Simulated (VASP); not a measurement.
# MgO (Periclase) (Fm-3m) in VASP: further runs, part 3 of 3

VASP 6.6.1.

### 5 Single point, PBE-based screened hybrid

The input, POSCAR:

```
MgO
1.0
    0.0000000000      2.1021680256      2.1021680256
    2.1021680256      0.0000000000      2.1021680256
    2.1021680256      2.1021680256      0.0000000000
Mg O
1 1
Direct
    0.0000000000      0.0000000000      0.0000000000
    0.5000000000      0.5000000000      0.5000000000
```

The input, INCAR.step1:

```
ALGO     = Normal         # electronic algorithm
EDIFF    = 1E-5           # SCF threshold, eV
ENCUT    = 520            # plane-wave cutoff, eV
GGA      = PE             # functional
GGA_COMPAT= F            
ISIF     = 2              # what is computed and relaxed
ISMEAR   = 0              # smearing method
LASPH    = T              # aspherical terms in the spheres
LREAL    = F              # projectors in reciprocal space
LWAVE    = T              # write WAVECAR
NBANDS   = 11             # bands
NELM     = 120            # most SCF steps
PREC     = Accurate       # precision mode
SIGMA    = 0.01           # smearing width, eV
```

The input, INCAR.step2:

```
AEXX     = 1.0            # exact-exchange fraction
AGGAC    = 1.0          
ALDAC    = 1.0          
ALGO     = Normal         # electronic algorithm
EDIFF    = 1E-6           # SCF threshold, eV
ENCUT    = 520            # plane-wave cutoff, eV
GGA      = PE             # functional
GGA_COMPAT= F            
HFSCREEN = 0.1            # screening, 1/A
ISIF     = 2              # what is computed and relaxed
ISMEAR   = 0              # smearing method
ISTART   = 1            
LASPH    = T              # aspherical terms in the spheres
LCHARG   = T              # write CHGCAR
LELF     = T              # ELF
LHFCALC  = T              # exact exchange
LREAL    = F              # projectors in reciprocal space
LVHAR    = T            
LWAVE    = F              # write WAVECAR
NBANDS   = 11             # bands
NELM     = 120            # most SCF steps
PREC     = Accurate       # precision mode
PRECFOCK = Normal       
SIGMA    = 0.01           # smearing width, eV
```

The input, KPOINTS:

```
k-points
0
Gamma
  6 6 6
```

Potentials or basis: VASP PAW PBE potentials, release 64 (Mg, O).

Command:

```sh
$ cat potpaw_PBE.64/Mg/POTCAR potpaw_PBE.64/O/POTCAR > POTCAR
$ cp INCAR.step1 INCAR
$ mpirun -np 1 vasp_std > vasp.out
$ cp INCAR.step2 INCAR
$ mpirun -np 1 vasp_std > vasp.out
```

OUTCAR:

```text
AEXX = 1.0
   EDIFF = 1E-6
   ENCUT = 520
   GGA = PE
   HFSCREEN = 0.1
   ISIF = 2
   ISMEAR = 0
   ISTART = 1
   LASPH = T
   LHFCALC = T
   LREAL = F
   NELM = 120
   PREC = Accurate
   PRECFOCK = Normal

 ion  position               nearest neighbor table
   1  0.000  0.000  0.000-   2 2.10   2 2.10   2 2.10   2 2.10   2 2.10   2 2.10
   2  0.500  0.500  0.500-   1 2.10   1 2.10   1 2.10   1 2.10   1 2.10   1 2.10

  LATTYP: Found a face centered cubic cell.
 ALAT       =     4.2043360512

  Lattice vectors:

 A1 = (   0.0000000000,   2.1021680256,   2.1021680256)
 A2 = (   2.1021680256,   0.0000000000,   2.1021680256)
 A3 = (   2.1021680256,   2.1021680256,   0.0000000000)

Analysis of symmetry for initial positions (statically):
=====================================================================
 Subroutine PRICEL returns:
 Original cell was already a primitive cell.

 Routine SETGRP: Setting up the symmetry group for a
 face centered cubic supercell.

 Subroutine GETGRP returns: Found 48 space group operations
 (whereof 48 operations were pure point group operations)
 out of a pool of 48 trial point group operations.

The static configuration has the point symmetry O_h .

Analysis of symmetry for dynamics (positions and initial velocities):
=====================================================================
 Subroutine PRICEL returns:
 Original cell was already a primitive cell.

 Routine SETGRP: Setting up the symmetry group for a
 face centered cubic supercell.

 Subroutine GETGRP returns: Found 48 space group operations
 (whereof 48 operations were pure point group operations)
 out of a pool of 48 trial point group operations.

The dynamic configuration has the point symmetry O_h .

 Subroutine INISYM returns: Found 48 space group operations
 (whereof 48 operations are pure point group operations),
 and found     1 'primitive' translations

----------------------------------------------------------------------------------------

                                     Primitive cell

  volume of cell :      18.5794

  direct lattice vectors                    reciprocal lattice vectors
     0.000000000  2.102168026  2.102168026    -0.237849684  0.237849684  0.237849684
     2.102168026  0.000000000  2.102168026     0.237849684 -0.237849684  0.237849684
     2.102168026  2.102168026  0.000000000     0.237849684  0.237849684 -0.237849684

  length of vectors
     2.972914532  2.972914532  2.972914532     0.411967737  0.411967737  0.411967737

  position of ions in fractional coordinates (direct lattice)
     0.000000000  0.000000000  0.000000000
     0.500000000  0.500000000  0.500000000

  ion indices of the primitive-cell ions
   primitive index   ion index
                 1           1
                 2           2

----------------------------------------------------------------------------------------

 KPOINTS: k-points
[... 42 lines left out ...]
   number of dos      NEDOS =    301   number of ions     NIONS =      2
   total plane-waves  NPLWV =  13824
   dimension x,y,z NGX =    24 NGY =   24 NGZ =   24
   dimension x,y,z NGXF=    48 NGYF=   48 NGZF=   48
   ions per type =               1   1
   NGX,Y,Z   is equivalent  to a cutoff of  13.42, 13.42, 13.42 a.u.
   NGXF,Y,Z  is equivalent  to a cutoff of  26.84, 26.84, 26.84 a.u.
 SYSTEM =  unknown system
   PREC   = accura    normal or accurate (medium, high low for compatibility)
   ISTART =      1    job   : 0-new  1-cont  2-samecut
   ICHARG =      0    charge: 1-file 2-atom 10-const
   ISPIN  =      1    spin polarized calculation?
   LNONCOLLINEAR =      F non collinear calculations
   LSORBIT =      F    spin-orbit coupling
   LASPH  =      T    aspherical Exc in radial PAW
   ENCUT  =  520.0 eV  38.22 Ry    6.18 a.u.   5.53  5.53  5.53*2*pi/ulx,y,z
   NELM   =    120;   NELMIN=  2; NELMDL=  0     # of ELM steps
   EDIFF  = 0.1E-05   stopping-criterion for ELM
   LREAL  =      F    real-space projection
   EDIFFG = 0.1E-04   stopping-criterion for IOM
   NSW    =      0    number of steps for IOM
   IBRION =     -1    ionic relax: 0-MD 1-quasi-New 2-CG
   NFREE  =      0    steps in history (QN), initial steepest desc. (CG)
   ISIF   =      2    stress and relaxation
   ISYM   =      3    0-nonsym 1-usesym 2-fastsym
   POTIM  = 0.5000    time-step for ionic-motion
   TEBEG  =    0.0;   TEEND  =   0.0 temperature during run
   PSTRESS=    0.0 pullay stress
   NELECT =       8.0000    total number of electrons
   NUPDOWN=      -1.0000    fix difference up-down
   EMIN   =  10.00;   EMAX   =-10.00  energy-range for DOS
   EFERMI =   0.00;   METHOD = LEGACY
   ISMEAR =     0;   SIGMA  =   0.01  broadening in eV -4-tet -1-fermi 0-gaus
   EFERMI_NEDOS =   21; number of points for ismear=-14 and -15
   IALGO  =     38    algorithm
   IMIX   =      1    mixing-type and parameters
     AMIX     =   0.40;   BMIX     =  1.00
     AMIX_MAG =   1.60;   BMIX_MAG =  1.00
  volume/ion in A,a.u.               =       9.29        62.69
  Fermi-wavevector in a.u.,A,eV,Ry     =   1.236215  2.336108 20.792804  1.528228
  Thomas-Fermi vector in A             =   2.370833
   LORBIT       =      0    0 simple, 1 ext, 2 COOP (PROOUT), +10 PAW based schemes
   GGA     = PE    functional components
   LHFCALC =     T    Hartree Fock is set to
   PRECFOCK=normal    Normal, Fast or Accurate (Low or Medium for compatibility)
   ENCUT4O =  -1.0   cutoff for four orbital integrals eV
   NKREDX  =     1    reduce k-point grid by
   NKREDY  =     1    reduce k-point grid by
   NKREDZ  =     1    reduce k-point grid by
   AEXX    =    1.0000 exact exchange contribution
   HFSCREEN=    0.1000 screening length (either q_TF or 0.3 A-1)
   HFSCREENC=   0.1000 screening length for correlation (either q_TF or 0.3 A-1)
   ENCUTFOCK=  -1.0 apply spherical cutoff to Coloumb kernel
   IVDW    =     0    specifies the selected vdW correction
   LEPSILON=     F    determine dielectric tensor
   LRPA    =     F    only Hartree local field effects (RPA)
 non-spin polarized calculation
 Gauss-broadening in eV      SIGMA  =   0.01
  energy-cutoff  :      520.00
  volume of cell :       18.58
 maximum number of plane-waves:       531
 NGX is ok and might be reduce to    24
  NGX = 18; NGY = 18; NGZ = 18

 number of electron       8.0000004 magnetization

 Free energy of the ion-electron system (eV)
  ---------------------------------------------------
  ext. energy  EPLUGINS =         0.00000000
  ---------------------------------------------------
  free energy    TOTEN  =       -22.67236331 eV

  energy without entropy =      -22.67236331  energy(sigma->0) =      -22.67236331

 E-fermi :  -2.6908     XC(G=0):  -2.4431

 val. band max:       -2.8769205819   @ k =   0.0000   0.0000   0.0000
 cond. band min:      10.6901347575   @ k =   0.0000   0.0000   0.0000
 fundamental gap:     13.5670553394
 Fermi energy:        -2.6908447268

 k-point     1 :       0.0000    0.0000    0.0000
  band No.  band energies     occupation
      1     -26.3220      2.00000
      2      -2.8769      2.00000
      3      -2.8769      2.00000
      4      -2.8769      2.00000
      5      10.6901      0.00000
      6      22.5991      0.00000
      7      22.5991      0.00000
      8      22.5991      0.00000
      9      26.3841      0.00000
     10      29.0243      0.00000
     11      29.0243      0.00000
[... 197 lines left out ...]
 k-point    16 :      -0.3333    0.5000    0.1667
  band No.  band energies     occupation
      1     -24.4280      2.00000
      2      -7.3973      2.00000
      3      -5.7337      2.00000
      4      -5.0090      2.00000
      5      16.9058      0.00000
      6      18.2568      0.00000
      7      19.8953      0.00000
      8      24.1480      0.00000
      9      28.4264      0.00000
     10      32.5405      0.00000
     11      34.7283      0.00000

------------------------ aborting loop because EDIFF is reached ----------------------------------------

  FORCE on cell =-STRESS in cart. coord.  units (eV):
  Direction    XX          YY          ZZ          XY          YZ          ZX
  --------------------------------------------------------------------------------------
  -------------------------------------------------------------------------------------
  Total       -1.8880019     -1.8880019     -1.8880019      0.0000000      0.0000000      0.0000000
  in kB     -162.8098700   -162.8098700   -162.8098700      0.0000000      0.0000000      0.0000000
  external PRESSURE =    -162.8098700 kB  Pullay stress =       0.0000000 kB

 VOLUME and BASIS-vectors are now :
 -----------------------------------------------------------------------------
  energy-cutoff  :      520.00
  volume of cell :       18.58
      direct lattice vectors                 reciprocal lattice vectors
     0.000000000  2.102168026  2.102168026    -0.237849684  0.237849684  0.237849684
     2.102168026  0.000000000  2.102168026     0.237849684 -0.237849684  0.237849684
     2.102168026  2.102168026  0.000000000     0.237849684  0.237849684 -0.237849684

 POSITION                                       TOTAL-FORCE (eV/Angst)
 -----------------------------------------------------------------------------------
      0.00000      0.00000      0.00000        -0.000000     -0.000000     -0.000000
      2.10217      2.10217      2.10217         0.000000      0.000000      0.000000
 -----------------------------------------------------------------------------------
    total drift:                                0.000267      0.000370      0.000362

  FREE ENERGIE OF THE ION-ELECTRON SYSTEM (eV)
  ---------------------------------------------------
  free  energy   TOTEN  =       -22.6723633085 eV

  energy  without entropy=      -22.6723633085  energy(sigma->0) =      -22.67236331
```

Run time: 6.6 min. Hardware: 1 thread of AMD EPYC 9R45 (Zen 5), shared host; peak memory 0.22 GiB.

What came out:

* Free energy: -22.6724 eV
* Pressure: -16.3 GPa
* Band gap on the k mesh: 13.57 eV, direct

Levels at points of the mesh, in eV from the valence-band top:
```
           k point  band 1  band 2  band 3  band 4  band 5  band 6  band 7  band 8
(0.00, 0.00, 0.00)  -23.45    0.00    0.00    0.00   13.57   25.48   25.48   25.48
(0.50, 0.00, 0.00)  -21.92   -5.78   -0.87   -0.87   16.82   23.39   26.11   26.11
(0.50, 0.50, 0.00)  -21.59   -5.21   -1.80   -1.80   17.87   19.37   23.84   30.27
```

Caveat: the k points lie up to 0.43 Å⁻¹ apart; the PAW data sets were made with another functional, which shifts forces and pressure a little.

### 6 The runs side by side

| level | k mesh | cutoff (eV) | smearing | grid for exact exchange (PRECFOCK) | share of exact exchange | screening parameter | gap on the mesh (eV) | pressure (GPa) |
| --- | --- | --- | --- | --- | --- | --- | --- | --- |
| r2SCAN+rVV10 | 8 × 8 × 8 | 660 | gaussian 0.01 eV | - | - | - | 5.62 | -2.4 |
| r2SCAN | 8 × 8 × 8 | 660 | fermi-dirac 0.5 eV | - | - | - | 5.67 | -1.4 |
| PBE0 | 6 × 6 × 6 | 520 | gaussian 0.01 eV | Normal | - | - | 7.26 | -0.6 |
| PBE-based screened hybrid | 6 × 6 × 6 | 520 | gaussian 0.01 eV | Normal | 1 | 0.1 1/Å | 13.57 | -16.3 |

Alike in all rows: task single point; potentials or basis VASP PAW PBE potentials, release 64 (Mg, O); no spin polarisation; cell as given.

Caveats: some runs use coarse meshes; the PAW data sets were made with another functional, which shifts forces and pressure a little.

Absolute energies hang on the potentials; compare differences alone.

### 7 Comparison with measurements

Step 2. Measured gap of MgO: 7.83 eV (quoted in “Electronic structure of alkaline earth and post-transition metal oxides”, 2009, arxiv:0908.1581). This calculation gives 5.62 eV (-2.21 eV). The value is that of r2SCAN+rVV10, without temperature or zero-point motion.

Step 3. A measured gap of MgO is 7.83 eV (quoted in “Electronic structure of alkaline earth and post-transition metal oxides”, 2009, arxiv:0908.1581); the calculated 5.67 eV misses it by -2.17 eV. The value is that of r2SCAN, without temperature or zero-point motion.
